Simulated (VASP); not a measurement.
# BN (Qingsongite) (F-43m) in VASP: further runs

Runs on BN (Qingsongite). Level: PBE. Tasks: single point.

Everything below comes from runs of VASP 6.6.1. Logs are shortened: lines on timing, memory, paths and dates and some standing lists are left out, and cuts for length are marked.

## Step 1: The cell of the first run

The structure is cubic, space group F-43m (No. 216). The conventional cell has a = 3.566 Å, b = 3.566 Å, c = 3.566 Å, α = 90.00°, β = 90.00°, γ = 90.00°. Within 2.1 Å of B (site symmetry -43m) lie 4 N at 1.54 Å. N (site symmetry -43m) has 4 B at 1.54 Å within 2.1 Å.

## Step 2: Single point, PBE (volume scaled by 0.96, then relaxed in part)

File INCAR:

```
PREC = Accurate
ENCUT = 520
EDIFF = 1E-6
ISMEAR = -1
SIGMA = 0.02
LREAL = False
LASPH = True
NELM = 80
ALGO = Normal
ISIF = 2
LWAVE = False
LCHARG = False
GGA = PE
NBANDS = 11
```

File KPOINTS:

```
Automatic mesh
0
Gamma
  14 14 14
```

File POSCAR:

```
BN
1.0
    0.0000000000      1.7830713297      1.7830713297
    1.7830713297      0.0000000000      1.7830713297
    1.7830713297      1.7830713297      0.0000000000
B N
1 1
Direct
    0.0000000000      0.0000000000      0.0000000000
    0.2500000000      0.2500000000      0.2500000000
```

Potentials or basis: VASP PAW PBE potentials, release 64 (B, N).

Command:

```sh
$ cat potpaw_PBE.64/B/POTCAR potpaw_PBE.64/N/POTCAR > POTCAR
$ mpirun -np 1 vasp_std > vasp.out
```

OUTCAR:

```text
PREC = Accurate
   ENCUT = 520
   EDIFF = 1E-6
   ISMEAR = -1
   LREAL = False
   LASPH = True
   NELM = 80
   ISIF = 2
   GGA = PE

 ion  position               nearest neighbor table
   1  0.000  0.000  0.000-   2 1.54   2 1.54   2 1.54   2 1.54
   2  0.250  0.250  0.250-   1 1.54   1 1.54   1 1.54   1 1.54

  LATTYP: Found a face centered cubic cell.
 ALAT       =     3.5661426594

  Lattice vectors:

 A1 = (   0.0000000000,   1.7830713297,   1.7830713297)
 A2 = (   1.7830713297,   0.0000000000,   1.7830713297)
 A3 = (   1.7830713297,   1.7830713297,   0.0000000000)

Analysis of symmetry for initial positions (statically):
=====================================================================
 Subroutine PRICEL returns:
 Original cell was already a primitive cell.

 Routine SETGRP: Setting up the symmetry group for a
 face centered cubic supercell.

 Subroutine GETGRP returns: Found 24 space group operations
 (whereof 24 operations were pure point group operations)
 out of a pool of 48 trial point group operations.

The static configuration has the point symmetry T_d .

Analysis of symmetry for dynamics (positions and initial velocities):
=====================================================================
 Subroutine PRICEL returns:
 Original cell was already a primitive cell.

 Routine SETGRP: Setting up the symmetry group for a
 face centered cubic supercell.

 Subroutine GETGRP returns: Found 24 space group operations
 (whereof 24 operations were pure point group operations)
 out of a pool of 48 trial point group operations.

The dynamic configuration has the point symmetry T_d .

 Subroutine INISYM returns: Found 24 space group operations
 (whereof 24 operations are pure point group operations),
 and found     1 'primitive' translations

----------------------------------------------------------------------------------------

                                     Primitive cell

  volume of cell :      11.3380

  direct lattice vectors                    reciprocal lattice vectors
     0.000000000  1.783071330  1.783071330    -0.280415030  0.280415030  0.280415030
     1.783071330  0.000000000  1.783071330     0.280415030 -0.280415030  0.280415030
     1.783071330  1.783071330  0.000000000     0.280415030  0.280415030 -0.280415030

  length of vectors
     2.521643657  2.521643657  2.521643657     0.485693079  0.485693079  0.485693079
[... 80 lines left out ...]
   NELM   =     80;   NELMIN=  2; NELMDL= -5     # of ELM steps
   EDIFF  = 0.1E-05   stopping-criterion for ELM
   LREAL  =      F    real-space projection
   EDIFFG = 0.1E-04   stopping-criterion for IOM
   NSW    =      0    number of steps for IOM
   IBRION =     -1    ionic relax: 0-MD 1-quasi-New 2-CG
   NFREE  =      0    steps in history (QN), initial steepest desc. (CG)
   ISIF   =      2    stress and relaxation
   ISYM   =      2    0-nonsym 1-usesym 2-fastsym
   POTIM  = 0.5000    time-step for ionic-motion
   TEBEG  =    0.0;   TEEND  =   0.0 temperature during run
   PSTRESS=    0.0 pullay stress
   NELECT =       8.0000    total number of electrons
   NUPDOWN=      -1.0000    fix difference up-down
   EMIN   =  10.00;   EMAX   =-10.00  energy-range for DOS
   EFERMI =   0.00;   METHOD = LEGACY
   ISMEAR =    -1;   SIGMA  =   0.02  broadening in eV -4-tet -1-fermi 0-gaus
   EFERMI_NEDOS =   21; number of points for ismear=-14 and -15
   IALGO  =     38    algorithm
   IMIX   =      4    mixing-type and parameters
     AMIX     =   0.40;   BMIX     =  1.00
     AMIX_MAG =   1.60;   BMIX_MAG =  1.00
  volume/ion in A,a.u.               =       5.67        38.26
  Fermi-wavevector in a.u.,A,eV,Ry     =   1.457447  2.754176 28.900840  2.124152
  Thomas-Fermi vector in A             =   2.574247
   LORBIT       =      0    0 simple, 1 ext, 2 COOP (PROOUT), +10 PAW based schemes
   GGA     = PE    functional components
   LHFCALC =     F    Hartree Fock is set to
   AEXX    =    0.0000 exact exchange contribution
   IVDW    =     0    specifies the selected vdW correction
   LEPSILON=     F    determine dielectric tensor
   LRPA    =     F    only Hartree local field effects (RPA)
 non-spin polarized calculation
  energy-cutoff  :      520.00
  volume of cell :       11.34
 maximum number of plane-waves:       316
   NGX =  9   NGY =  9   NGZ =  9

 number of electron       7.9999998 magnetization

 Free energy of the ion-electron system (eV)
  ---------------------------------------------------
  ext. energy  EPLUGINS =         0.00000000
  ---------------------------------------------------
  free energy    TOTEN  =       -17.41506792 eV

  energy without entropy =      -17.41506792  energy(sigma->0) =      -17.41506792

 E-fermi :   8.3349     XC(G=0): -13.0248

 val. band max:        7.9141943154   @ k =   0.0000   0.0000   0.0000
 cond. band min:      12.4155690609   @ k =   0.5000   0.5000   0.0000
 fundamental gap:      4.5013747455
 Fermi energy:         8.3348648863

 k-point     1 :       0.0000    0.0000    0.0000
  band No.  band energies     occupation
      1     -12.7883      2.00000
      2       7.9142      2.00000
      3       7.9142      2.00000
      4       7.9142      2.00000
      5      16.9292      0.00000
      6      16.9292      0.00000
      7      16.9292      0.00000
      8      18.9360      0.00000
      9      33.4428      0.00000
     10      36.1854      0.00000
     11      36.1854      0.00000
[... 309 lines left out ...]
 k-point    24 :       0.2857    0.1429    0.0000
  band No.  band energies     occupation
      1     -10.9606      2.00000
      2       2.7357      2.00000
      3       5.4644      2.00000
      4       6.0014      2.00000
      5      16.3717      0.00000
      6      20.0218      0.00000
      7      20.4053      0.00000
      8      21.1695      0.00000
      9      27.6724      0.00000
     10      34.9493      0.00000
     11      35.8315      0.00000

 [... further k-points ...]
[... 5 lines left out ...]
  --------------------------------------------------------------------------------------
  -------------------------------------------------------------------------------------
  Total        1.4332589      1.4332589      1.4332589     -0.0000000     -0.0000000     -0.0000000
  in kB      202.5345381    202.5345381    202.5345381     -0.0000000     -0.0000000     -0.0000000
  external PRESSURE =     202.5345381 kB  Pullay stress =       0.0000000 kB

 VOLUME and BASIS-vectors are now :
 -----------------------------------------------------------------------------
  energy-cutoff  :      520.00
  volume of cell :       11.34
      direct lattice vectors                 reciprocal lattice vectors
     0.000000000  1.783071330  1.783071330    -0.280415030  0.280415030  0.280415030
     1.783071330  0.000000000  1.783071330     0.280415030 -0.280415030  0.280415030
     1.783071330  1.783071330  0.000000000     0.280415030  0.280415030 -0.280415030

 POSITION                                       TOTAL-FORCE (eV/Angst)
 -----------------------------------------------------------------------------------
      0.00000      0.00000      0.00000         0.000000      0.000000      0.000000
      0.89154      0.89154      0.89154        -0.000000     -0.000000     -0.000000
 -----------------------------------------------------------------------------------
    total drift:                                0.000000      0.000000      0.000000

  FREE ENERGIE OF THE ION-ELECTRON SYSTEM (eV)
  ---------------------------------------------------
  free  energy   TOTEN  =       -17.4150679206 eV

  energy  without entropy=      -17.4150679206  energy(sigma->0) =      -17.41506792
```

OSZICAR:

```text
N       E                     dE             d eps       ncg     rms          rms(c)
DAV:   1     0.112874078124E+02    0.11287E+02   -0.51198E+03  2336   0.732E+02
DAV:   2    -0.179462578068E+02   -0.29234E+02   -0.28412E+02  2746   0.170E+02
DAV:   3    -0.184458605038E+02   -0.49960E+00   -0.49895E+00  2698   0.187E+01
DAV:   4    -0.184463993849E+02   -0.53888E-03   -0.53887E-03  2462   0.697E-01
DAV:   5    -0.184463998528E+02   -0.46788E-06   -0.46787E-06  2648   0.202E-02    0.694E+00
DAV:   6    -0.175160621092E+02    0.93034E+00   -0.28741E+00  2396   0.100E+01    0.342E+00
DAV:   7    -0.174302644813E+02    0.85798E-01   -0.12412E-01  2579   0.286E+00    0.198E+00
DAV:   8    -0.174147720539E+02    0.15492E-01   -0.37222E-02  2568   0.142E+00    0.216E-01
DAV:   9    -0.174149814670E+02   -0.20941E-03   -0.89887E-04  2429   0.261E-01    0.875E-02
DAV:  10    -0.174150630752E+02   -0.81608E-04   -0.11535E-04  2498   0.916E-02    0.156E-02
DAV:  11    -0.174150678974E+02   -0.48222E-05   -0.82246E-06  2631   0.238E-02    0.106E-02
DAV:  12    -0.174150679206E+02   -0.23198E-07   -0.14051E-06  1360   0.829E-03
   1 F= -.17415068E+02 E0= -.17415068E+02  d E =-.715895E-12
```

stdout:

```text
POSCAR found type information on POSCAR B N
 POSCAR found :  2 types and       2 ions
 scaLAPACK will be used
 LDA part: xc-table for (Slater+PW92), standard interpolation
 POSCAR, INCAR and KPOINTS ok, starting setup
 FFT: planning ... GRIDC
 FFT: planning ... GRID_SOFT
 FFT: planning ... GRID
 WAVECAR not read
 entering main loop
```

Wall time 7.1 s (1 thread of Intel Xeon Platinum 8488C (Sapphire Rapids), shared host); peak memory 0.12 GiB.

What came out:

```
Free energy            : -17.4151 eV
Pressure               : 20.3 GPa
Band gap on the k mesh : 4.50 eV, indirect (least direct gap 9.02 eV)
```

Levels at points of the mesh, in eV from the valence-band top:
```tsv
k point	band 1	band 2	band 3	band 4	band 5	band 6	band 7	band 8
(0.00, 0.00, 0.00)	-20.70	0.00	0.00	0.00	9.02	9.02	9.02	11.02
(0.50, 0.00, 0.00)	-16.29	-11.07	-2.02	-2.02	10.69	10.93	10.93	15.68
(0.50, 0.50, 0.00)	-14.87	-9.19	-5.11	-5.11	4.50	9.46	18.55	18.55
```

Caveat: the cell differs from its parent crystal (volume scaled by 0.96, then relaxed in part).

## Step 3: Single point, PBE (volume scaled by 0.98, then relaxed in part)

File INCAR:

```
PREC = Accurate
ENCUT = 520
EDIFF = 1E-7
ISMEAR = -1
SIGMA = 0.02
LREAL = False
LASPH = True
NELM = 60
ALGO = Normal
ISIF = 2
LWAVE = False
LCHARG = True
GGA = PE
LELF = True
LVHAR = True
NBANDS = 11
```

File KPOINTS:

```
regular mesh
0
Gamma
  14 14 14
```

File POSCAR:

```
BN
1.0
    0.0000000000      1.7953687620      1.7953687620
    1.7953687620      0.0000000000      1.7953687620
    1.7953687620      1.7953687620      0.0000000000
B N
1 1
Direct
    0.0000000000      0.0000000000      0.0000000000
    0.2500000000      0.2500000000      0.2500000000
```

Potentials or basis: VASP PAW PBE potentials, release 64 (B, N).

Command:

```sh
$ cat potpaw_PBE.64/B/POTCAR potpaw_PBE.64/N/POTCAR > POTCAR
$ mpirun -np 1 vasp_std > vasp.out
```

OUTCAR:

```text
PREC = Accurate
   ENCUT = 520
   EDIFF = 1E-7
   ISMEAR = -1
   LREAL = False
   LASPH = True
   NELM = 60
   ISIF = 2
   GGA = PE

 ion  position               nearest neighbor table
   1  0.000  0.000  0.000-   2 1.55   2 1.55   2 1.55   2 1.55
   2  0.250  0.250  0.250-   1 1.55   1 1.55   1 1.55   1 1.55

  LATTYP: Found a face centered cubic cell.
 ALAT       =     3.5907375240

  Lattice vectors:

 A1 = (   0.0000000000,   1.7953687620,   1.7953687620)
 A2 = (   1.7953687620,   0.0000000000,   1.7953687620)
 A3 = (   1.7953687620,   1.7953687620,   0.0000000000)

Analysis of symmetry for initial positions (statically):
=====================================================================
 Subroutine PRICEL returns:
 Original cell was already a primitive cell.

 Routine SETGRP: Setting up the symmetry group for a
 face centered cubic supercell.

 Subroutine GETGRP returns: Found 24 space group operations
 (whereof 24 operations were pure point group operations)
 out of a pool of 48 trial point group operations.

The static configuration has the point symmetry T_d .

Analysis of symmetry for dynamics (positions and initial velocities):
=====================================================================
 Subroutine PRICEL returns:
 Original cell was already a primitive cell.

 Routine SETGRP: Setting up the symmetry group for a
 face centered cubic supercell.

 Subroutine GETGRP returns: Found 24 space group operations
 (whereof 24 operations were pure point group operations)
 out of a pool of 48 trial point group operations.

The dynamic configuration has the point symmetry T_d .

 Subroutine INISYM returns: Found 24 space group operations
 (whereof 24 operations are pure point group operations),
 and found     1 'primitive' translations

----------------------------------------------------------------------------------------

[... 111 lines left out ...]
     AMIX     =   0.40;   BMIX     =  1.00
     AMIX_MAG =   1.60;   BMIX_MAG =  1.00
  volume/ion in A,a.u.               =       5.79        39.05
  Fermi-wavevector in a.u.,A,eV,Ry     =   1.447464  2.735311 28.506282  2.095153
  Thomas-Fermi vector in A             =   2.565416
   LORBIT       =      0    0 simple, 1 ext, 2 COOP (PROOUT), +10 PAW based schemes
   GGA     = PE    functional components
   LHFCALC =     F    Hartree Fock is set to
   AEXX    =    0.0000 exact exchange contribution
   IVDW    =     0    specifies the selected vdW correction
   LEPSILON=     F    determine dielectric tensor
   LRPA    =     F    only Hartree local field effects (RPA)
 non-spin polarized calculation
  energy-cutoff  :      520.00
  volume of cell :       11.57
 maximum number of plane-waves:       331
   NGX =  9   NGY =  9   NGZ =  9

 number of electron       7.9999998 magnetization

 Free energy of the ion-electron system (eV)
  ---------------------------------------------------
  ext. energy  EPLUGINS =         0.00000000
  ---------------------------------------------------
  free energy    TOTEN  =       -17.43866427 eV

  energy without entropy =      -17.43866427  energy(sigma->0) =      -17.43866427

 E-fermi :   8.0735     XC(G=0): -12.9221

 val. band max:        7.6537460624   @ k =   0.0000   0.0000   0.0000
 cond. band min:      12.1343357730   @ k =   0.5000   0.5000   0.0000
 fundamental gap:      4.4805897105
 Fermi energy:         8.0735269222

 k-point     1 :       0.0000    0.0000    0.0000
  band No.  band energies     occupation
      1     -12.8086      2.00000
      2       7.6537      2.00000
      3       7.6537      2.00000
      4       7.6537      2.00000
      5      16.5699      0.00000
      6      16.5699      0.00000
      7      16.5699      0.00000
      8      18.3338      0.00000
      9      32.7882      0.00000
     10      35.6697      0.00000
     11      35.6697      0.00000
[... 309 lines left out ...]
 k-point    24 :       0.2857    0.1429    0.0000
  band No.  band energies     occupation
      1     -11.0122      2.00000
      2       2.5479      2.00000
      3       5.2575      2.00000
      4       5.7686      2.00000
      5      16.0030      0.00000
      6      19.5373      0.00000
      7      19.9722      0.00000
      8      20.6902      0.00000
      9      27.2036      0.00000
     10      34.3052      0.00000
     11      35.3118      0.00000

 [... further k-points ...]
[... 5 lines left out ...]
  --------------------------------------------------------------------------------------
  -------------------------------------------------------------------------------------
  Total        0.8217647      0.8217647      0.8217647      0.0000000     -0.0000000      0.0000000
  in kB      113.7541013    113.7541013    113.7541013      0.0000000     -0.0000000      0.0000000
  external PRESSURE =     113.7541013 kB  Pullay stress =       0.0000000 kB

 VOLUME and BASIS-vectors are now :
 -----------------------------------------------------------------------------
  energy-cutoff  :      520.00
  volume of cell :       11.57
      direct lattice vectors                 reciprocal lattice vectors
     0.000000000  1.795368762  1.795368762    -0.278494319  0.278494319  0.278494319
     1.795368762  0.000000000  1.795368762     0.278494319 -0.278494319  0.278494319
     1.795368762  1.795368762  0.000000000     0.278494319  0.278494319 -0.278494319

 POSITION                                       TOTAL-FORCE (eV/Angst)
 -----------------------------------------------------------------------------------
      0.00000      0.00000      0.00000         0.000000      0.000000     -0.000000
      0.89768      0.89768      0.89768        -0.000000     -0.000000      0.000000
 -----------------------------------------------------------------------------------
    total drift:                                0.000000      0.000000      0.000000

  FREE ENERGIE OF THE ION-ELECTRON SYSTEM (eV)
  ---------------------------------------------------
  free  energy   TOTEN  =       -17.4386642653 eV

  energy  without entropy=      -17.4386642653  energy(sigma->0) =      -17.43866427
```

stdout:

```text
POSCAR found type information on POSCAR B N
 POSCAR found :  2 types and       2 ions
 scaLAPACK will be used
 LDA part: xc-table for (Slater+PW92), standard interpolation
 POSCAR, INCAR and KPOINTS ok, starting setup
 FFT: planning ... GRIDC
 FFT: planning ... GRID_SOFT
 FFT: planning ... GRID
 WAVECAR not read
 entering main loop
```

It took 8.1 s on 1 thread of Intel Xeon Platinum 8488C (Sapphire Rapids), shared host; peak memory 0.12 GiB.

Results:

```yaml
Free_energy: -17.4387 eV
Pressure: 11.4 GPa
Band_gap_on_the_k_mesh: 4.48 eV, indirect (least direct gap 8.92 eV)
```

Caveat: the cell differs from its parent crystal (volume scaled by 0.98, then relaxed in part). A k mesh can miss the band edges.

## Step 4: Single point, PBE

This run uses another cell than the first one, of 5.91 Å³/atom, 1.042 times its volume.

File INCAR:

```
SYSTEM = BN
PREC     = Accurate       ! precision mode
ENCUT    = 520            ! plane-wave cutoff, eV
EDIFF    = 1E-7           ! SCF threshold, eV
ISMEAR   = -1             ! smearing method
SIGMA    = 0.02           ! smearing width, eV
LREAL    = .False.        ! projectors in reciprocal space
LASPH    = .True.         ! aspherical terms in the spheres
NELM     = 60             ! most SCF steps
ALGO     = Normal         ! electronic algorithm
ISIF     = 2              ! what is computed and relaxed
LWAVE    = .False.        ! write WAVECAR
LCHARG   = .False.        ! write CHGCAR
GGA      = PE             ! functional
NBANDS   = 11             ! bands
```

File KPOINTS:

```
regular mesh
0
Gamma
  14 14 14
  0 0 0
```

File POSCAR:

```
BN
1.0
    0.0000000000      1.8075000000      1.8075000000
    1.8075000000      0.0000000000      1.8075000000
    1.8075000000      1.8075000000      0.0000000000
B N
1 1
Direct
    0.0000000000      0.0000000000      0.0000000000
    0.2500000000      0.2500000000      0.2500000000
```

Command:

```sh
$ cat potpaw_PBE.64/B/POTCAR potpaw_PBE.64/N/POTCAR > POTCAR
$ mpirun -np 1 vasp_std > vasp.out
```

It took 7.8 s on 1 thread of Intel Xeon Platinum 8488C (Sapphire Rapids), shared host; peak memory 0.12 GiB.

It converged, with:

```yaml
Free_energy: -17.4498 eV
Pressure: 3.3 GPa
Band_gap_on_the_k_mesh: 4.46 eV, indirect (least direct gap 8.82 eV)
```

Levels at points of the mesh, in eV from the valence-band top:
```tsv
k point	band 1	band 2	band 3	band 4	band 5	band 6	band 7	band 8
(0.00, 0.00, 0.00)	-20.23	0.00	0.00	0.00	8.82	8.82	8.82	10.35
(0.50, 0.00, 0.00)	-16.01	-10.69	-1.94	-1.94	10.15	10.71	10.71	15.26
(0.50, 0.50, 0.00)	-14.65	-8.92	-4.90	-4.90	4.46	9.23	17.92	17.92
```

[end of part 1 of 2]
